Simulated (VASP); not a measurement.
Write the native input for VASP 6.6.1 that does the following.

| Property | Result |
| --- | --- |
| Task | single point |
| Functional | PBE |
| Potentials or basis | VASP PAW PBE potentials, release 64 (Pd_sv_GW, F) |
| Cutoff | 700 eV |
| k mesh | 4 × 4 × 4 |
| Occupations | gaussian, width 0.1 eV |
| Spin | no spin polarisation |
| Dipole correction | no |
| Further INCAR settings | ALGO = Normal; EDIFF = 1e-06; NBANDS = 66 |

The structure of Pd6F lies in POSCAR:

```
Pd6F
1.0
    4.5594639600      0.0000000000      0.0000000000
    0.0000000000      4.5594639600      0.0000000000
    0.0000000000      0.0000000000      4.5594639600
Pd F
6 1
Direct
    0.2070000000      0.5000000000      0.5000000000
    0.5000000000      0.2070000000      0.5000000000
    0.7930000000      0.5000000000      0.5000000000
    0.5000000000      0.7930000000      0.5000000000
    0.5000000000      0.5000000000      0.2070000000
    0.5000000000      0.5000000000      0.7930000000
    0.0000000000      0.0000000000      0.0000000000
```

The cell was generated, and may not be a known phase.

These files were run (other wordings do the same):

INCAR

```
SYSTEM = Pd6F
ALGO = Normal ; EDIFF = 1E-6
ENCUT = 700 ; GGA = PE
GGA_COMPAT = .FALSE. ; ISIF = 2
ISMEAR = 0 ; LASPH = .TRUE.
LCHARG = .FALSE. ; LREAL = .FALSE.
LWAVE = .FALSE. ; NBANDS = 66
NELM = 120 ; PREC = Accurate
SIGMA = 0.1
```

KPOINTS

```
k-points
0
G
  4 4 4
  0 0 0
```

Potentials or basis: VASP PAW PBE potentials, release 64 (Pd_sv_GW, F).

Command:

```sh
$ cat potpaw_PBE.64/Pd_sv_GW/POTCAR potpaw_PBE.64/F/POTCAR > POTCAR
$ mpirun -np 1 vasp_std > vasp.out
```

It gave:

The pressure is 393.6 GPa and the largest force is 45.526 eV/Å. The band gap on the k mesh is zero (an odd number of electrons rules out a gap without spin polarisation).

Caveat: atoms lie so close that the PAW spheres overlap strongly, which falsifies energies and pressures; the cell stands under pressure; forces of over 1 eV/Å act on the atoms, so gaps and moduli don't describe the material at rest.

Wall time 70 s on 1 thread of Intel(R) Xeon(R) 6975P-C (Granite Rapids), with other jobs on the host, peak memory 0.29 GiB.
